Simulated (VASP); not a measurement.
# Ni (Fm-3m) in VASP: settings compared

Aim: see how the results for Ni move with the level of theory and the settings. Levels: revPBE+D4, PBEsol+D4, PBEsol+D3(BJ). Tasks: relaxation of cell and atoms, single point.

Program: VASP 6.6.1. These are calculated values, not measurements. Logs are shortened: lines on timing, memory, paths and dates and some standing lists are left out, and cuts for length are marked.

## 1. The cell of the first run

It takes space group Fm-3m (No. 225, cubic). The conventional cell has a = 3.475 Å, b = 3.475 Å, c = 3.475 Å, α = 90.00°, β = 90.00°, γ = 90.00°. Within 3.2 Å of Ni (site symmetry m-3m) lie 12 Ni at 2.46 Å.

## 2. Relaxation of cell and atoms, revPBE+D4, collinear spin, ferromagnetic start

File INCAR:

```
SYSTEM = Ni
ALGO = Normal
EDIFF = 1E-6
EDIFFG = -0.02
ENCUT = 600
GGA = RE
IBRION = 2
ISIF = 3
ISMEAR = -1
ISPIN = 2
IVDW = 13
LASPH = .True.
LCHARG = .False.
LMAXMIX = 4
LORBIT = 11
LREAL = .False.
LWAVE = .False.
MAGMOM = 1
NELM = 150
NSW = 80
PREC = Accurate
SIGMA = 0.05
```

File KPOINTS:

```
k-points
0
Gamma
  13 13 13
  0 0 0
```

File POSCAR:

```
Ni
1.0
    0.0000000000      1.7375729330      1.7375729330
    1.7375729330      0.0000000000      1.7375729330
    1.7375729330      1.7375729330      0.0000000000
Ni
1
Direct
    0.0000000000      0.0000000000      0.0000000000
```

Potentials or basis: VASP PAW PBE potentials, release 64 (Ni).

Started as:

```sh
cat potpaw_PBE.64/Ni/POTCAR > POTCAR
mpirun -np 1 vasp_std > vasp.out
```

OUTCAR:

```text
SYSTEM = Ni
   EDIFF = 1E-6
   EDIFFG = -0.02
   ENCUT = 600
   GGA = RE
   IBRION = 2
   ISIF = 3
   ISMEAR = -1
   ISPIN = 2
   IVDW = 13
   LASPH = .True.
   LORBIT = 11
   LREAL = .False.
   NELM = 150
   NSW = 80
   PREC = Accurate

 ion  position               nearest neighbor table
   1  0.000  0.000  0.000-

  LATTYP: Found a face centered cubic cell.
 ALAT       =     3.4751458660

  Lattice vectors:

 A1 = (   0.0000000000,   1.7375729330,   1.7375729330)
 A2 = (   1.7375729330,   0.0000000000,   1.7375729330)
 A3 = (   1.7375729330,   1.7375729330,   0.0000000000)

Analysis of symmetry for initial positions (statically):
=====================================================================
 Subroutine PRICEL returns:
 Original cell was already a primitive cell.

 Routine SETGRP: Setting up the symmetry group for a
 face centered cubic supercell.

 Subroutine GETGRP returns: Found 48 space group operations
 (whereof 48 operations were pure point group operations)
 out of a pool of 48 trial point group operations.

The static configuration has the point symmetry O_h .

Analysis of symmetry for dynamics (positions and initial velocities):
=====================================================================
 Subroutine PRICEL returns:
 Original cell was already a primitive cell.

 Routine SETGRP: Setting up the symmetry group for a
 face centered cubic supercell.

 Subroutine GETGRP returns: Found 48 space group operations
 (whereof 48 operations were pure point group operations)
 out of a pool of 48 trial point group operations.

The dynamic configuration has the point symmetry O_h .

Analysis of structural, dynamic, and magnetic symmetry:
=====================================================================
 Subroutine PRICEL returns:
 Original cell was already a primitive cell.

 Routine SETGRP: Setting up the symmetry group for a
 face centered cubic supercell.

 Subroutine GETGRP returns: Found 48 space group operations
 (whereof 48 operations were pure point group operations)
 out of a pool of 48 trial point group operations.

The overall configuration has the point symmetry O_h .

 Subroutine INISYM returns: Found 48 space group operations
 (whereof 48 operations are pure point group operations),
 and found     1 'primitive' translations

----------------------------------------------------------------------------------------

                                     Primitive cell

  volume of cell :      10.4920

  direct lattice vectors                    reciprocal lattice vectors
     0.000000000  1.737572933  1.737572933    -0.287757705  0.287757705  0.287757705
     1.737572933  0.000000000  1.737572933     0.287757705 -0.287757705  0.287757705
     1.737572933  1.737572933  0.000000000     0.287757705  0.287757705 -0.287757705

  length of vectors
     2.457299207  2.457299207  2.457299207     0.498410966  0.498410966  0.498410966

  position of ions in fractional coordinates (direct lattice)
     0.000000000  0.000000000  0.000000000

  ion indices of the primitive-cell ions
   primitive index   ion index
                 1           1

----------------------------------------------------------------------------------------

 KPOINTS: k-points

Automatic generation of k-mesh.
 Grid dimensions read from file:
 generate k-points for:   13   13   13

 Generating k-lattice:

  Cartesian coordinates                     Fractional coordinates (reciprocal lattice)
    -0.022135208  0.022135208  0.022135208     0.076923077  0.000000000  0.000000000
     0.022135208 -0.022135208  0.022135208     0.000000000  0.076923077  0.000000000
     0.022135208  0.022135208 -0.022135208     0.000000000  0.000000000  0.076923077

  Length of vectors
     0.038339305  0.038339305  0.038339305

  Shift w.r.t. Gamma in fractional coordinates (k-lattice)
     0.000000000  0.000000000  0.000000000

 Subroutine IBZKPT returns following result:
 ===========================================

 Found     84 irreducible k-points:

 Following reciprocal coordinates:
            Coordinates               Weight
  0.000000  0.000000  0.000000      1.000000
  0.076923  0.000000  0.000000      8.000000
  0.153846  0.000000  0.000000      8.000000
  0.230769  0.000000  0.000000      8.000000
  0.307692  0.000000  0.000000      8.000000
  0.384615  0.000000  0.000000      8.000000
[... 16 lines left out ...]
  0.384615  0.153846  0.000000     24.000000
  0.461538  0.153846  0.000000     24.000000
 [... further k-points ...]
   k-points           NKPTS =     84   k-points in BZ     NKDIM =     84   number of bands    NBANDS=     10
   number of dos      NEDOS =    301   number of ions     NIONS =      1
   total plane-waves  NPLWV =   8000
   dimension x,y,z NGX =    20 NGY =   20 NGZ =   20
   dimension x,y,z NGXF=    40 NGYF=   40 NGZF=   40
   ions per type =               1
   NGX,Y,Z   is equivalent  to a cutoff of  13.53, 13.53, 13.53 a.u.
   NGXF,Y,Z  is equivalent  to a cutoff of  27.06, 27.06, 27.06 a.u.
 SYSTEM =  Ni
   PREC   = accura    normal or accurate (medium, high low for compatibility)
   ISTART =      0    job   : 0-new  1-cont  2-samecut
   ICHARG =      2    charge: 1-file 2-atom 10-const
   ISPIN  =      2    spin polarized calculation?
   LNONCOLLINEAR =      F non collinear calculations
   LSORBIT =      F    spin-orbit coupling
   LASPH  =      T    aspherical Exc in radial PAW
   ENCUT  =  600.0 eV  44.10 Ry    6.64 a.u.   4.91  4.91  4.91*2*pi/ulx,y,z
   NELM   =    150;   NELMIN=  2; NELMDL= -5     # of ELM steps
   EDIFF  = 0.1E-05   stopping-criterion for ELM
   LREAL  =      F    real-space projection
   EDIFFG = -.2E-01   stopping-criterion for IOM
   NSW    =     80    number of steps for IOM
   IBRION =      2    ionic relax: 0-MD 1-quasi-New 2-CG
   NFREE  =      1    steps in history (QN), initial steepest desc. (CG)
   ISIF   =      3    stress and relaxation
   ISYM   =      2    0-nonsym 1-usesym 2-fastsym
   POTIM  = 0.5000    time-step for ionic-motion
   TEBEG  =    0.0;   TEEND  =   0.0 temperature during run
   PSTRESS=    0.0 pullay stress
   NELECT =      10.0000    total number of electrons
   NUPDOWN=      -1.0000    fix difference up-down
   EMIN   =  10.00;   EMAX   =-10.00  energy-range for DOS
   EFERMI =   0.00;   METHOD = LEGACY
   ISMEAR =    -1;   SIGMA  =   0.05  broadening in eV -4-tet -1-fermi 0-gaus
   EFERMI_NEDOS =   21; number of points for ismear=-14 and -15
   IALGO  =     38    algorithm
   IMIX   =      4    mixing-type and parameters
     AMIX     =   0.40;   BMIX     =  1.00
     AMIX_MAG =   1.60;   BMIX_MAG =  1.00
  volume/ion in A,a.u.               =      10.49        70.80
  Fermi-wavevector in a.u.,A,eV,Ry     =   1.611097  3.044533 35.315755  2.595635
  Thomas-Fermi vector in A             =   2.706542
   LORBIT       =     11    0 simple, 1 ext, 2 COOP (PROOUT), +10 PAW based schemes
   GGA     = RE    functional components
   LHFCALC =     F    Hartree Fock is set to
   AEXX    =    0.0000 exact exchange contribution
   IVDW    =    13    specifies the selected vdW correction
   LEPSILON=     F    determine dielectric tensor
   LRPA    =     F    only Hartree local field effects (RPA)
 conjugate gradient relaxation of ions
 spin polarized calculation
  energy-cutoff  :      600.00
  volume of cell :       10.49
 maximum number of plane-waves:       365
   NGX =  9   NGY =  9   NGZ =  9

 number of electron      10.0000000 magnetization       1.0000000

 number of electron       9.9999999 magnetization       0.6236563

 Free energy of the ion-electron system (eV)
  ---------------------------------------------------
  ext. energy  EPLUGINS =         0.00000000
  ---------------------------------------------------
  free energy    TOTEN  =        -5.04836022 eV

  energy without entropy =       -5.03572766  energy(sigma->0) =       -5.04204394

 E-fermi :  10.0136     XC(G=0): -13.3822

 val. band max:       10.0064879637   @ k =   0.3846   0.0769   0.0000
 cond. band min:      10.0174390512   @ k =   0.3846   0.3846   0.0000
 fundamental gap:      0.0109510875
 Fermi energy:        10.0136064679

 spin component 1

 k-point     1 :       0.0000    0.0000    0.0000
  band No.  band energies     occupation
      1       0.7518      1.00000
      2       7.4746      1.00000
      3       7.4746      1.00000
      4       7.4746      1.00000
      5       8.7115      1.00000
      6       8.7115      1.00000
      7      34.0088      0.00000
      8      38.2052      0.00000
      9      38.2052      0.00000
     10      38.2052      0.00000

 k-point     2 :       0.0769    0.0000    0.0000
  band No.  band energies     occupation
      1       0.9891      1.00000
      2       7.4124      1.00000
      3       7.5278      1.00000
      4       7.5278      1.00000
      5       8.6892      1.00000
      6       8.6892      1.00000
      7      33.1955      0.00000
      8      35.9172      0.00000
      9      37.7125      0.00000
     10      37.7125      0.00000

 k-point     3 :       0.1538    0.0000    0.0000
  band No.  band energies     occupation
      1       1.6791      1.00000
      2       7.2619      1.00000
      3       7.6471      1.00000
      4       7.6471      1.00000
      5       8.6609      1.00000
      6       8.6609      1.00000
      7      29.7878      0.00000
      8      34.9267      0.00000
      9      36.9029      0.00000
     10      36.9029      0.00000
[... 248 lines left out ...]
 k-point    23 :       0.3846    0.1538    0.0000
  band No.  band energies     occupation
      1       4.8235      1.00000
      2       6.7995      1.00000
      3       7.4597      1.00000
      4       7.9916      1.00000
      5       9.3191      1.00000
      6       9.6341      0.99949
      7      21.3864      0.00000
      8      30.4484      0.00000
      9      30.8067      0.00000
     10      33.6233      0.00000

 k-point    24 :       0.4615    0.1538    0.0000
  band No.  band energies     occupation
      1       5.3350      1.00000
      2       7.0567      1.00000
      3       7.5005      1.00000
      4       7.9021      1.00000
      5       9.4297      0.99999
      6      10.8770      0.00000
      7      18.1740      0.00000
      8      29.2009      0.00000
      9      31.0124      0.00000
     10      33.1602      0.00000

 [... further k-points ...]

 spin component 2

 k-point     1 :       0.0000    0.0000    0.0000
  band No.  band energies     occupation
      1       0.7045      1.00000
      2       8.2378      1.00000
      3       8.2378      1.00000
      4       8.2378      1.00000
      5       9.2985      1.00000
      6       9.2985      1.00000
      7      33.8336      0.00000
      8      38.1658      0.00000
      9      38.1658      0.00000
     10      38.1658      0.00000

 k-point     2 :       0.0769    0.0000    0.0000
  band No.  band energies     occupation
      1       0.9421      1.00000
      2       8.1671      1.00000
      3       8.2928      1.00000
      4       8.2928      1.00000
      5       9.2752      1.00000
      6       9.2752      1.00000
      7      33.1060      0.00000
      8      35.8603      0.00000
      9      37.7114      0.00000
     10      37.7114      0.00000

 k-point     3 :       0.1538    0.0000    0.0000
  band No.  band energies     occupation
      1       1.6352      1.00000
      2       7.9899      1.00000
      3       8.4060      1.00000
      4       8.4060      1.00000
      5       9.2558      1.00000
      6       9.2558      1.00000
      7      29.8409      0.00000
      8      34.7935      0.00000
      9      36.9451      0.00000
     10      36.9451      0.00000
[... 248 lines left out ...]
 k-point    23 :       0.3846    0.1538    0.0000
  band No.  band energies     occupation
      1       4.9549      1.00000
      2       7.3543      1.00000
      3       8.0682      1.00000
      4       8.6635      1.00000
      5      10.0457      0.34483
      6      10.2586      0.00739
      7      21.5664      0.00000
      8      30.4308      0.00000
      9      30.8730      0.00000
     10      33.6983      0.00000

 k-point    24 :       0.4615    0.1538    0.0000
  band No.  band energies     occupation
      1       5.6972      1.00000
      2       7.4766      1.00000
      3       8.1051      1.00000
      4       8.5431      1.00000
      5      10.1910      0.02798
      6      11.3419      0.00000
      7      18.4370      0.00000
      8      29.2143      0.00000
      9      31.0744      0.00000
     10      33.2005      0.00000

 [... further k-points ...]

------------------------ aborting loop because EDIFF is reached ----------------------------------------

  DFT-D4 for vdW energy calculation

  Edisp (eV):   -0.81627

  FORCE on cell =-STRESS in cart. coord.  units (eV):
  Direction    XX          YY          ZZ          XY          YZ          ZX
  --------------------------------------------------------------------------------------
  -------------------------------------------------------------------------------------
  Total       0.00847     0.00847     0.00847     0.00000     0.00000     0.00000
  in kB       1.29272     1.29272     1.29272     0.00000     0.00000     0.00000
  external pressure =        1.29 kB  Pullay stress =        0.00 kB

 VOLUME and BASIS-vectors are now :
 -----------------------------------------------------------------------------
  energy-cutoff  :      600.00
  volume of cell :       10.49
      direct lattice vectors                 reciprocal lattice vectors
     0.000000000  1.737572933  1.737572933    -0.287757705  0.287757705  0.287757705
     1.737572933  0.000000000  1.737572933     0.287757705 -0.287757705  0.287757705
     1.737572933  1.737572933  0.000000000     0.287757705  0.287757705 -0.287757705

 POSITION                                       TOTAL-FORCE (eV/Angst)
 -----------------------------------------------------------------------------------
      0.00000      0.00000      0.00000         0.000000      0.000000      0.000000
 -----------------------------------------------------------------------------------
    total drift:                                0.000000      0.000000      0.000000

  FREE ENERGIE OF THE ION-ELECTRON SYSTEM (eV)
  ---------------------------------------------------
  free  energy   TOTEN  =        -5.8646269841 eV

  energy  without entropy=       -5.8519944208  energy(sigma->0) =       -5.85831070

 reached required accuracy - stopping structural energy minimisation

 total charge

# of ion       s       p       d       tot
------------------------------------------
    1        0.512   0.530   8.329   9.372

 magnetization (x)

# of ion       s       p       d       tot
------------------------------------------
    1       -0.006  -0.026   0.665   0.633
```

Wall time 9.8 s (1 thread of Intel Xeon 6975P-C (Granite Rapids), shared host); peak memory 0.14 GiB.

Results:

```
Free energy                                           : -5.8646 eV
Pressure after relaxing                               : 0.1 GPa
Net moment                                            : 0.62 μB per cell
Site moments                                          : Ni +0.63 μB
Valence electrons inside the program's atomic spheres : Ni 9.37
Dispersion energy per atom                            : -0.816 eV
```

Final structure:
```xyz
1
Lattice="0.0000 1.7376 1.7376 1.7376 0.0000 1.7376 1.7376 1.7376 0.0000" Properties=species:S:1:pos:R:3 pbc="T T T"
Ni    0.0000    0.0000    0.0000
```

Levels at points of the mesh, in eV from the Fermi level:
Spin up:
| k point | band 1 | band 2 | band 3 | band 4 | band 5 | band 6 | band 7 | band 8 | band 9 | band 10 |
| --- | --- | --- | --- | --- | --- | --- | --- | --- | --- | --- |
| (0.00, 0.00, 0.00) | -9.26 | -2.54 | -2.54 | -2.54 | -1.30 | -1.30 | 24.00 | 28.19 | 28.19 | 28.19 |
Spin down:
```tsv
k point	band 2	band 3	band 4	band 5	band 6	band 7	band 8	band 9
(0.00, 0.00, 0.00)	-1.78	-1.78	-1.78	-0.72	-0.72	23.82	28.15	28.15
```

Caveat: the relaxation stopped at its first step, so nothing moved; the PAW data sets were made with another functional, which shifts forces and pressure a little.

## 3. Single point, PBEsol+D4, collinear spin, ferromagnetic start

This run uses another cell than the first one, of 10.21 Å³/atom.

File INCAR:

```
SYSTEM = Ni
PREC = Accurate ; ENCUT = 520
EDIFF = 1E-6 ; ISMEAR = -1
SIGMA = 0.05 ; LREAL = .False.
LASPH = .True. ; NELM = 150
ALGO = Normal ; ISIF = 2
LWAVE = .False. ; LCHARG = .False.
ISPIN = 2 ; MAGMOM = 1
LORBIT = 11 ; LMAXMIX = 4
GGA = PS ; IVDW = 13
NBANDS = 15
```

File KPOINTS:

```
regular mesh
0
Gamma
  13 13 13
  0 0 0
```

File POSCAR:

```
Ni
1.0
    0.0000000000      1.7220867908      1.7220867908
    1.7220867908      0.0000000000      1.7220867908
    1.7220867908      1.7220867908      0.0000000000
Ni
1
Direct
    0.0000000000      0.0000000000      0.0000000000
```

Potentials or basis: VASP PAW PBE potentials, release 64 (Ni).

Started as:

```sh
cat potpaw_PBE.64/Ni/POTCAR > POTCAR
mpirun -np 1 vasp_std > vasp.out
```

Run time: 29 s. Hardware: 1 thread of Intel Xeon 8259CL, shared host; peak memory 0.14 GiB.

Results (log left out):

```yaml
Free_energy: -6.4204 eV
Pressure: -0.1 GPa
Net_moment: 0.62 μB per cell
Site_moments: Ni +0.63 μB
Valence_electrons_inside_the_program's_atomic_spheres: Ni 9.43
Dispersion_energy_per_atom: -0.277 eV
```

Levels at points of the mesh, in eV from the Fermi level:
Spin up:
```
           k point  band 1  band 2  band 3  band 4  band 5  band 6  band 7  band 8  band 9  band 10
(0.00, 0.00, 0.00)   -9.51   -2.59   -2.59   -2.59   -1.31   -1.31   24.23   28.57   28.57    28.57
```
Spin down:
```tsv
k point	band 1	band 2	band 3	band 4	band 5	band 6	band 7	band 8	band 9	band 10
(0.00, 0.00, 0.00)	-9.51	-1.88	-1.88	-1.88	-0.71	-0.71	24.13	28.57	28.57	28.57
```

Caveat: the PAW data sets were made with another functional, which shifts forces and pressure a little.

## 4. Single point, PBEsol+D3(BJ), collinear spin, ferromagnetic start

This run uses another cell than the first one, of 10.08 Å³/atom.

File INCAR:

```
  PREC = Accurate
  ENCUT = 520
  EDIFF = 1E-6
  ISMEAR = -1
  SIGMA = 0.05
  LREAL = False
  LASPH = True
  NELM = 150
  ALGO = Normal
  ISIF = 2
  LWAVE = False
  LCHARG = False
  ISPIN = 2
  MAGMOM = 1
  LORBIT = 11
  LMAXMIX = 4
  GGA = PS
  IVDW = 12
  NBANDS = 15
```

File KPOINTS:

```
regular mesh
0
Gamma
  13 13 13
```

File POSCAR:

```
Ni
1.0
    0.0000000000      1.7147872880      1.7147872880
    1.7147872880      0.0000000000      1.7147872880
    1.7147872880      1.7147872880      0.0000000000
Ni
1
Direct
    0.0000000000      0.0000000000      0.0000000000
```

Started as:

```sh
cat potpaw_PBE.64/Ni/POTCAR > POTCAR
mpirun -np 1 vasp_std > vasp.out
```

Run time: 35 s. Hardware: 1 thread of Intel Xeon 8259CL, shared host; peak memory 0.15 GiB.

The run converged. Its results:

```yaml
Free_energy: -6.5890 eV
Pressure: -0.2 GPa
Net_moment: 0.62 μB per cell
Site_moments: Ni +0.62 μB
Valence_electrons_inside_the_program's_atomic_spheres: Ni 9.46
Dispersion_energy_per_atom: -0.450 eV
```

Levels at points of the mesh, in eV from the Fermi level:
Spin up:
| k point | band 3 | band 4 | band 5 | band 6 | band 7 | band 8 |
| --- | --- | --- | --- | --- | --- | --- |
| (0.00, 0.00, 0.00) | -2.63 | -2.63 | -1.33 | -1.33 | 24.33 | 28.78 |
Spin down:
```tsv
k point	band 1	band 2	band 3	band 4	band 5	band 6	band 7	band 8	band 9	band 10
(0.00, 0.00, 0.00)	-9.61	-1.91	-1.91	-1.91	-0.72	-0.72	24.24	28.78	28.78	28.78
```

Caveat: the PAW data sets were made with another functional, which shifts forces and pressure a little.

## 5. Summary

```csv
task,level,cell,cutoff (eV),gap on the mesh (eV),pressure (GPa),moment (μB)
relaxation of cell and atoms,revPBE+D4,"relaxed from a = 2.457 Å, angles 60.0°, 1 atom",600,none,0.1,0.62
single point,PBEsol+D4,"a = 2.435 Å, angles 60.0°, 1 atom",520,none,-0.1,0.62
single point,PBEsol+D3(BJ),"a = 2.425 Å, angles 60.0°, 1 atom",520,none,-0.2,0.62
```

Alike in all rows: potentials or basis VASP PAW PBE potentials, release 64 (Ni); spin collinear, ferromagnetic start; k mesh 13 × 13 × 13; smearing fermi-dirac 0.05 eV.

Caveats: the PAW data sets were made with another functional, which shifts forces and pressure a little; the relaxation stopped at its first step, so nothing moved (at least some runs).

Total energies depend on the potentials used, so only differences within one code and one set of settings carry meaning.
